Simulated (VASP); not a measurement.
Pd:

```xyz
1
Lattice="0.0000 1.9465 1.9465 1.9465 0.0000 1.9465 1.9465 1.9465 0.0000" Properties=species:S:1:pos:R:3 pbc="T T T"
Pd    0.0000    0.0000    0.0000
```

```yaml
Program: VASP 6.6.1
Task: relaxation of cell and atoms
Functional: LDA
Potentials_or_basis: VASP PAW LDA potentials, release 64 (Pd)
Cutoff: 500 eV
k_mesh: 10 × 10 × 10
Occupations: methfessel-paxton, width 0.05 eV
Spin: no spin polarisation
```

At the start: pressure -8.4 GPa; volume 14.75 Å³/atom.

**Question.** How do energy, volume and symmetry change on relaxing?

**Answer.** Over 3 steps the energy falls by 16.4 meV/atom and the volume is 14.17 Å³/atom (-4.0 %); space group Fm-3m (No. 225, to 0.05 Å).

The path:
```
step  energy change (eV)  largest force (eV/Å)  pressure (GPa)  volume (Å³)
   1              0.0000                0.0000           -8.42        14.75
   2              0.0417                0.0000           20.20        13.16
   3             -0.0164                0.0000           -0.21        14.17
```

Final structure:
```
Pd
1.0
     0.00000    1.92042    1.92042
     1.92042    0.00000    1.92042
     1.92042    1.92042    0.00000
Pd
1
Direct
  0.00000 0.00000 0.00000
```
